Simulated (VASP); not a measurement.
# Be5Ir: single point with PBE

The system is Be5Ir.

```
Be Ir
1.0
     4.25404    0.00000    0.00000
    -2.12702    3.68410    0.00000
     0.00000    0.00000    3.43269
Be Ir
5 1
Direct
  0.33333 0.66667 0.00000
  0.66667 0.33333 0.00000
  0.50000 0.00000 0.50000
  0.50000 0.50000 0.50000
  0.00000 0.50000 0.50000
  0.00000 0.00000 0.00000
```

| Quantity | Value |
| --- | --- |
| Program | VASP 6.6.1 |
| Task | single point |
| Functional | PBE |
| Potentials or basis | VASP PAW PBE potentials, release 64 (Be, Ir) |
| Cutoff | 520 eV |
| k mesh | 6 × 6 × 6 |
| Occupations | gaussian, width 0.1 eV |
| Spin | no spin polarisation |

```
Pressure : -3.1 GPa
```

Stress tensor (GPa, compression positive):
```
-5.27  0.00  0.00
 0.00 -5.27  0.00
 0.00  0.00  1.29
```

Levels at points of the mesh, in eV from the Fermi level:
| k point | band 6 | band 7 | band 8 | band 9 | band 10 | band 11 | band 12 | band 13 |
| --- | --- | --- | --- | --- | --- | --- | --- | --- |
| (0.00, 0.00, 0.00) | -2.51 | -1.73 | -1.73 | -1.31 | -1.31 | 3.26 | 3.83 | 3.83 |
| (0.50, 0.00, 0.00) | -2.99 | -2.87 | -1.97 | -0.44 | 0.76 | 2.15 | 3.05 | 5.21 |
| (0.00, 0.00, 0.50) | -3.84 | -3.66 | -0.35 | 3.38 | 3.38 | 3.91 | 3.91 | 4.17 |
| (0.50, 0.00, 0.50) | -2.75 | -2.50 | -2.16 | -1.97 | -0.31 | -0.07 | 4.60 | 4.71 |

It took 23 s on 1 thread of Oxide Virtual Turin-like Processor, with other jobs on the host, peak memory 0.16 GiB.

Caveat: spin-orbit coupling is left out, which moves the levels of the heavy elements.
